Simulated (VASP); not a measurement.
# Se (P3_221) in VASP: notebook

The runs below take Se through electric field gradients, with PBE.

Everything below comes from runs of VASP 6.6.1. Logs are shortened: lines on timing, memory, paths and dates and some standing lists are left out, and cuts for length are marked.

## Step 1: The cell of the first run

It takes space group P3_221 (No. 154, trigonal). Conventional cell: a = 4.266 Å, b = 4.266 Å, c = 4.848 Å, α = 90.00°, β = 90.00°, γ = 120.00°. Se (site symmetry 2) has 2 Se at 2.28 Å within 3.0 Å.

## Step 2: Electric field gradients, PBE (25.47 Å³/atom)

The input, INCAR:

```
ALGO = Normal
EDIFF = 1E-8
ENCUT = 520
GGA = PE
ISIF = 2
ISMEAR = -1
LASPH = True
LCHARG = False
LEFG = True
LREAL = False
LWAVE = False
NBANDS = 16
NELM = 80
PREC = Accurate
SIGMA = 0.03
```

The input, KPOINTS:

```
k-points
0
Gamma
  8 8 6
```

The input, POSCAR:

```
Se
1.0
    4.2662637173      0.0000000000      0.0000000000
   -2.1331318586      3.6946927584      0.0000000000
    0.0000000000      0.0000000000      4.8484124658
Se
3
Direct
    0.2170000000      0.0000000000      0.1666666667
    0.0000000000      0.2170000000      0.8333333333
    0.7830000000      0.7830000000      0.5000000000
```

Potentials or basis: VASP PAW PBE potentials, release 64 (Se).

Launch:

```bash
> cat potpaw_PBE.64/Se/POTCAR > POTCAR
> mpirun -np 1 vasp_std > vasp.out
```

OUTCAR:

```text
EDIFF = 1E-8
   ENCUT = 520
   GGA = PE
   ISIF = 2
   ISMEAR = -1
   LASPH = True
   LREAL = False
   NELM = 80
   PREC = Accurate

 ion  position               nearest neighbor table
   1  0.217  0.000  0.167-   3 2.28   2 2.28
   2  0.000  0.217  0.833-   3 2.28   1 2.28
   3  0.783  0.783  0.500-   2 2.28   1 2.28

  LATTYP: Found a hexagonal cell.
 ALAT       =     4.2662637173
 C/A-ratio  =     1.1364539998

  Lattice vectors:

 A1 = (   4.2662637173,   0.0000000000,   0.0000000000)
 A2 = (  -2.1331318586,   3.6946927584,   0.0000000000)
 A3 = (   0.0000000000,   0.0000000000,   4.8484124658)

Analysis of symmetry for initial positions (statically):
=====================================================================
 Subroutine PRICEL returns:
 Original cell was already a primitive cell.

 Routine SETGRP: Setting up the symmetry group for a
 hexagonal supercell.

 Subroutine GETGRP returns: Found  6 space group operations
 (whereof  2 operations were pure point group operations)
 out of a pool of 24 trial point group operations.

The static configuration has the point symmetry C_2 .
 The point group associated with its full space group is D_3 .

Analysis of symmetry for dynamics (positions and initial velocities):
=====================================================================
 Subroutine PRICEL returns:
 Original cell was already a primitive cell.

 Routine SETGRP: Setting up the symmetry group for a
 hexagonal supercell.

 Subroutine GETGRP returns: Found  6 space group operations
 (whereof  2 operations were pure point group operations)
 out of a pool of 24 trial point group operations.

The dynamic configuration has the point symmetry C_2 .
 The point group associated with its full space group is D_3 .

 Subroutine INISYM returns: Found  6 space group operations
 (whereof  2 operations are pure point group operations),
 and found     1 'primitive' translations

----------------------------------------------------------------------------------------

                                     Primitive cell

  volume of cell :      76.4233

  direct lattice vectors                    reciprocal lattice vectors
     4.266263717  0.000000000  0.000000000     0.234397137  0.135329250  0.000000000
    -2.133131859  3.694692758  0.000000000     0.000000000  0.270658500  0.000000000
     0.000000000  0.000000000  4.848412466     0.000000000  0.000000000  0.206253079

  length of vectors
     4.266263717  4.266263717  4.848412466     0.270658500  0.270658500  0.206253079

  position of ions in fractional coordinates (direct lattice)
     0.217000000  0.000000000  0.166666667
     1.000000000  0.217000000  0.833333333
     0.783000000  0.783000000  0.500000000

  ion indices of the primitive-cell ions
   primitive index   ion index
                 1           1
                 2           2
                 3           3

----------------------------------------------------------------------------------------

 KPOINTS: k-points

Automatic generation of k-mesh.
 Grid dimensions read from file:
 generate k-points for:    8    8    6

 Generating k-lattice:

  Cartesian coordinates                     Fractional coordinates (reciprocal lattice)
     0.029299642  0.016916156  0.000000000     0.125000000 -0.000000000  0.000000000
     0.000000000  0.033832313  0.000000000     0.000000000  0.125000000  0.000000000
     0.000000000  0.000000000  0.034375513     0.000000000  0.000000000  0.166666667

  Length of vectors
     0.033832313  0.033832313  0.034375513

  Shift w.r.t. Gamma in fractional coordinates (k-lattice)
     0.000000000  0.000000000  0.000000000

 Subroutine IBZKPT returns following result:
 ===========================================

 Found     50 irreducible k-points:

 Following reciprocal coordinates:
            Coordinates               Weight
  0.000000  0.000000  0.000000      1.000000
  0.125000 -0.000000  0.000000      6.000000
  0.250000 -0.000000  0.000000      6.000000
  0.375000 -0.000000  0.000000      6.000000
  0.500000 -0.000000  0.000000      3.000000
  0.125000  0.125000  0.000000      6.000000
[... 16 lines left out ...]
 -0.125000  0.500000  0.166667     12.000000
  0.250000  0.250000  0.166667     12.000000
 [... further k-points ...]
   k-points           NKPTS =     50   k-points in BZ     NKDIM =     50   number of bands    NBANDS=     16
   number of dos      NEDOS =    301   number of ions     NIONS =      3
   total plane-waves  NPLWV =  36864
   dimension x,y,z NGX =    32 NGY =   32 NGZ =   36
   dimension x,y,z NGXF=    64 NGYF=   64 NGZF=   72
   ions per type =               3
   NGX,Y,Z   is equivalent  to a cutoff of  12.47, 12.47, 12.34 a.u.
   NGXF,Y,Z  is equivalent  to a cutoff of  24.94, 24.94, 24.69 a.u.
 SYSTEM =  unknown system
   PREC   = accura    normal or accurate (medium, high low for compatibility)
   ISTART =      0    job   : 0-new  1-cont  2-samecut
   ICHARG =      2    charge: 1-file 2-atom 10-const
   ISPIN  =      1    spin polarized calculation?
   LNONCOLLINEAR =      F non collinear calculations
   LSORBIT =      F    spin-orbit coupling
   LASPH  =      T    aspherical Exc in radial PAW
   ENCUT  =  520.0 eV  38.22 Ry    6.18 a.u.   7.93  7.93  9.01*2*pi/ulx,y,z
   NELM   =     80;   NELMIN=  2; NELMDL= -5     # of ELM steps
   EDIFF  = 0.1E-07   stopping-criterion for ELM
   LREAL  =      F    real-space projection
   EDIFFG = 0.1E-06   stopping-criterion for IOM
   NSW    =      0    number of steps for IOM
   IBRION =     -1    ionic relax: 0-MD 1-quasi-New 2-CG
   NFREE  =      0    steps in history (QN), initial steepest desc. (CG)
   ISIF   =      2    stress and relaxation
   ISYM   =      2    0-nonsym 1-usesym 2-fastsym
   POTIM  = 0.5000    time-step for ionic-motion
   TEBEG  =    0.0;   TEEND  =   0.0 temperature during run
   PSTRESS=    0.0 pullay stress
   NELECT =      18.0000    total number of electrons
   NUPDOWN=      -1.0000    fix difference up-down
   EMIN   =  10.00;   EMAX   =-10.00  energy-range for DOS
   EFERMI =   0.00;   METHOD = LEGACY
   ISMEAR =    -1;   SIGMA  =   0.03  broadening in eV -4-tet -1-fermi 0-gaus
   EFERMI_NEDOS =   21; number of points for ismear=-14 and -15
   IALGO  =     38    algorithm
   IMIX   =      4    mixing-type and parameters
     AMIX     =   0.40;   BMIX     =  1.00
     AMIX_MAG =   1.60;   BMIX_MAG =  1.00
  volume/ion in A,a.u.               =      25.47       171.91
  Fermi-wavevector in a.u.,A,eV,Ry     =   1.011014  1.910539 13.907184  1.022149
  Thomas-Fermi vector in A             =   2.144038
   LORBIT       =      0    0 simple, 1 ext, 2 COOP (PROOUT), +10 PAW based schemes
   GGA     = PE    functional components
   LHFCALC =     F    Hartree Fock is set to
   AEXX    =    0.0000 exact exchange contribution
   IVDW    =     0    specifies the selected vdW correction
   LEPSILON=     F    determine dielectric tensor
   LRPA    =     F    only Hartree local field effects (RPA)
 non-spin polarized calculation
  energy-cutoff  :      520.00
  volume of cell :       76.42
 maximum number of plane-waves:      2072
   NGX = 15   NGY = 15   NGZ = 19

 number of electron      18.0000003 magnetization

 Free energy of the ion-electron system (eV)
  ---------------------------------------------------
  ext. energy  EPLUGINS =         0.00000000
  ---------------------------------------------------
  free energy    TOTEN  =       -10.12518005 eV

  energy without entropy =      -10.12518005  energy(sigma->0) =      -10.12518005

 E-fermi :   4.0113     XC(G=0):  -9.1032

 val. band max:        3.4472073290   @ k =   0.5000  -0.0000   0.5000
 cond. band min:       4.6069861120   @ k =   0.3750   0.2500   0.5000
 fundamental gap:      1.1597787831
 Fermi energy:         4.0112608285

 k-point     1 :       0.0000    0.0000    0.0000
  band No.  band energies     occupation
      1     -13.2865      2.00000
      2      -8.6205      2.00000
      3      -8.6205      2.00000
      4      -0.7529      2.00000
      5      -0.7529      2.00000
      6      -0.6866      2.00000
[... 8 lines left out ...]
     15       9.6424      0.00000
     16      11.7257      0.00000
[... 420 lines left out ...]
  band No.  band energies     occupation
      1     -12.6706      2.00000
      2      -9.8173      2.00000
      3      -7.9275      2.00000
      4      -2.3951      2.00000
      5      -2.0544      2.00000
      6      -0.2331      2.00000
[... 8 lines left out ...]
     15      12.1926      0.00000
     16      13.0748      0.00000

 [... further k-points ...]

------------------------ aborting loop because EDIFF is reached ----------------------------------------

  FORCE on cell =-STRESS in cart. coord.  units (eV):
  Direction    XX          YY          ZZ          XY          YZ          ZX
  --------------------------------------------------------------------------------------
  -------------------------------------------------------------------------------------
  Total        4.1459339      4.1459339      6.9907281      0.0000000      0.0000000     -0.0000000
  in kB       86.9175285     86.9175285    146.5572835      0.0000000      0.0000000     -0.0000000
  external PRESSURE =     106.7974468 kB  Pullay stress =       0.0000000 kB

 VOLUME and BASIS-vectors are now :
 -----------------------------------------------------------------------------
  energy-cutoff  :      520.00
  volume of cell :       76.42
      direct lattice vectors                 reciprocal lattice vectors
     4.266263717  0.000000000  0.000000000     0.234397137  0.135329250  0.000000000
    -2.133131859  3.694692758  0.000000000     0.000000000  0.270658500  0.000000000
     0.000000000  0.000000000  4.848412466     0.000000000  0.000000000  0.206253079

 POSITION                                       TOTAL-FORCE (eV/Angst)
 -----------------------------------------------------------------------------------
      0.92578      0.00000      0.80807         2.027924      0.000000      0.000000
     -0.46289      0.80175      4.04034        -1.013962      1.756234     -0.000000
      1.67024      2.89294      2.42421        -1.013962     -1.756234     -0.000000
 -----------------------------------------------------------------------------------
    total drift:                               -0.000000     -0.000000      0.000000

  FREE ENERGIE OF THE ION-ELECTRON SYSTEM (eV)
  ---------------------------------------------------
  free  energy   TOTEN  =       -10.1251800462 eV

  energy  without entropy=      -10.1251800461  energy(sigma->0) =      -10.12518005

 Electric field gradients (V/A^2)
---------------------------------------------------------------------
 ion       V_xx      V_yy      V_zz      V_xy      V_xz      V_yz
---------------------------------------------------------------------
   1     138.363  -333.330   194.967     0.000    -0.000  -308.068
   2    -215.407    20.440   194.967  -204.249   266.795   154.034
   3    -215.407    20.440   194.967   204.249  -266.795   154.034
---------------------------------------------------------------------

 Electric field gradients after diagonalization (V/A^2)
 (convention: |V_zz| > |V_xx| > |V_yy|)
----------------------------------------------------------------------
 ion       V_xx      V_yy      V_zz     asymmetry (V_yy - V_xx)/ V_zz
----------------------------------------------------------------------
   1     336.627   138.363  -474.990       0.417
   2     336.627   138.363  -474.990       0.417
   3     336.627   138.363  -474.990       0.417
----------------------------------------------------------------------

           NMR quadrupolar parameters

 Cq : quadrupolar parameter    Cq=e*Q*V_zz/h
 eta: asymmetry parameters     (V_yy - V_xx)/ V_zz
 Q  : nuclear electric quadrupole moment in mb (millibarn)
----------------------------------------------------------------------
 ion       Cq(MHz)       eta       Q (mb)
----------------------------------------------------------------------
   1      -1.149       0.417       1.000
   2      -1.149       0.417       1.000
   3      -1.149       0.417       1.000
----------------------------------------------------------------------
```

Run time: 47 s. Hardware: 1 thread of Intel Xeon 6975P-C, shared host; peak memory 0.2 GiB.

What came out:

- Free energy: -10.1252 eV
- Pressure: 10.7 GPa
- Largest force: 2.028 eV/Å
- Band gap on the k mesh: 1.16 eV (least direct gap 1.24 eV)
- Largest electric field gradient by atom: Se -475.0 V/Å²

Forces in eV/Å, atoms in the order of the input:
```
Se   2.028  0.000  0.000
Se  -1.014  1.756  0.000
Se  -1.014 -1.756  0.000
```

Stress tensor (GPa, compression positive):
```
 8.69  0.00  0.00
 0.00  8.69  0.00
 0.00  0.00 14.66
```

Electric field gradients, principal values (V/Å²):
```tsv
atom	least	middle	greatest (by size)
1 Se	138.363	336.627	-474.990
2 Se	138.363	336.627	-474.990
3 Se	138.363	336.627	-474.990
```

Caveat: the stress differs along the axes, from 9 to 15 GPa; without QUAD_EFG the Cq values of the log hold for a quadrupole moment of 1 mb, not for the nuclei; forces of over 1 eV/Å act on the atoms, so gaps and moduli don't describe the material at rest. A k mesh can miss the band edges.

## Step 3: Electric field gradients, PBE (25.47 Å³/atom)

The input, INCAR:

```
SYSTEM = Se
PREC = Accurate
ENCUT = 520
EDIFF = 1E-8
ISMEAR = -1
SIGMA = 0.03
LREAL = .FALSE.
LASPH = .TRUE.
NELM = 100
ALGO = Normal
ISIF = 2
LWAVE = .FALSE.
LCHARG = .FALSE.
GGA = PE
LEFG = .TRUE.
NBANDS = 16
```

The input, KPOINTS:

```
Automatic mesh
0
G
  8 8 6
  0 0 0
```

POSCAR is that of step 2.

Potentials or basis: VASP PAW PBE potentials, release 64 (Se).

Launch:

```bash
> cat potpaw_PBE.64/Se/POTCAR > POTCAR
> mpirun -np 1 vasp_std > vasp.out
```

OUTCAR:

```text
SYSTEM = Se
   PREC = Accurate
   ENCUT = 520
   EDIFF = 1E-8
   ISMEAR = -1
   LREAL = .FALSE.
   LASPH = .TRUE.
   NELM = 100
   ISIF = 2
   GGA = PE

 ion  position               nearest neighbor table
   1  0.217  0.000  0.167-   3 2.28   2 2.28
   2  0.000  0.217  0.833-   3 2.28   1 2.28
   3  0.783  0.783  0.500-   2 2.28   1 2.28

  LATTYP: Found a hexagonal cell.
 ALAT       =     4.2662637173
 C/A-ratio  =     1.1364539998

  Lattice vectors:

 A1 = (   4.2662637173,   0.0000000000,   0.0000000000)
[... 675 lines left out ...]

  energy  without entropy=      -10.1251800461  energy(sigma->0) =      -10.12518005

 Electric field gradients (V/A^2)
---------------------------------------------------------------------
 ion       V_xx      V_yy      V_zz      V_xy      V_xz      V_yz
---------------------------------------------------------------------
   1     138.363  -333.330   194.967     0.000    -0.000  -308.068
   2    -215.407    20.440   194.967  -204.249   266.795   154.034
   3    -215.407    20.440   194.967   204.249  -266.795   154.034
---------------------------------------------------------------------

 Electric field gradients after diagonalization (V/A^2)
 (convention: |V_zz| > |V_xx| > |V_yy|)
----------------------------------------------------------------------
 ion       V_xx      V_yy      V_zz     asymmetry (V_yy - V_xx)/ V_zz
----------------------------------------------------------------------
   1     336.627   138.363  -474.990       0.417
   2     336.627   138.363  -474.990       0.417
   3     336.627   138.363  -474.990       0.417
----------------------------------------------------------------------

           NMR quadrupolar parameters

 Cq : quadrupolar parameter    Cq=e*Q*V_zz/h
 eta: asymmetry parameters     (V_yy - V_xx)/ V_zz
 Q  : nuclear electric quadrupole moment in mb (millibarn)
----------------------------------------------------------------------
 ion       Cq(MHz)       eta       Q (mb)
----------------------------------------------------------------------
   1      -1.149       0.417       1.000
   2      -1.149       0.417       1.000
   3      -1.149       0.417       1.000
----------------------------------------------------------------------
```

stdout:

```text
POSCAR found type information on POSCAR Se
 POSCAR found :  1 types and       3 ions
 scaLAPACK will be used
 LDA part: xc-table for (Slater+PW92), standard interpolation
 POSCAR, INCAR and KPOINTS ok, starting setup
 FFT: planning ... GRIDC
 FFT: planning ... GRID_SOFT
 FFT: planning ... GRID
 WAVECAR not read
 entering main loop
ion   1

ion   2
     0.0000499     3.7895460    -2.7320602    -2.9142754    -4.7320670     2.1878954
     0.0000687     3.7895460    -2.7320601    -2.9142754    -4.7320670     2.1878954
     0.0000946     3.7895460    -2.7320601    -2.9142754    -4.7320669     2.1878954
     0.0001302     3.7895459    -2.7320600    -2.9142753    -4.7320668     2.1878953

     0.0000499   186.7771864  -140.6845176  -154.1550262  -243.6727322   107.8358589
     0.0000687   186.7726187  -140.6810654  -154.1512536  -243.6667530   107.8332217
     0.0000946   186.7652134  -140.6754690  -154.1451383  -243.6570596   107.8289463
     0.0001302   186.7532676  -140.6664413  -154.1352750  -243.6414232   107.8220493

ion   3
     0.0000499    -3.7895460    -2.7320602    -2.9142754     4.7320670     2.1878954
     0.0000687    -3.7895460    -2.7320601    -2.9142754     4.7320670     2.1878954
     0.0000946    -3.7895460    -2.7320601    -2.9142754     4.7320669     2.1878954
     0.0001302    -3.7895459    -2.7320600    -2.9142753     4.7320668     2.1878953

     0.0000499  -186.7771864  -140.6845176  -154.1550262   243.6727322   107.8358589
     0.0000687  -186.7726187  -140.6810654  -154.1512536   243.6667530   107.8332217
     0.0000946  -186.7652134  -140.6754690  -154.1451383   243.6570596   107.8289462
     0.0001302  -186.7532676  -140.6664413  -154.1352750   243.6414232   107.8220493
```

Run time: 46 s. Hardware: 1 thread of Intel Xeon 6975P-C, shared host; peak memory 0.2 GiB.

Results:

```
Free energy                             : -10.1252 eV
Pressure                                : 10.7 GPa
Largest force                           : 2.028 eV/Å
Band gap on the k mesh                  : 1.16 eV (least direct gap 1.24 eV)
Largest electric field gradient by atom : Se -475.0 V/Å²
```

Forces in eV/Å, atoms in the order of the input:
```
Se   2.028  0.000  0.000
Se  -1.014  1.756  0.000
Se  -1.014 -1.756  0.000
```

Stress tensor (GPa, compression positive):
```
 8.69  0.00  0.00
 0.00  8.69  0.00
 0.00  0.00 14.66
```

Electric field gradients, principal values (V/Å²):
```csv
atom,least,middle,greatest (by size)
1 Se,138.363,336.627,-474.990
2 Se,138.363,336.627,-474.990
3 Se,138.363,336.627,-474.990
```

Caveat: the stress differs along the axes, from 9 to 15 GPa; without QUAD_EFG the Cq values of the log hold for a quadrupole moment of 1 mb, not for the nuclei; forces of over 1 eV/Å act on the atoms, so gaps and moduli don't describe the material at rest.
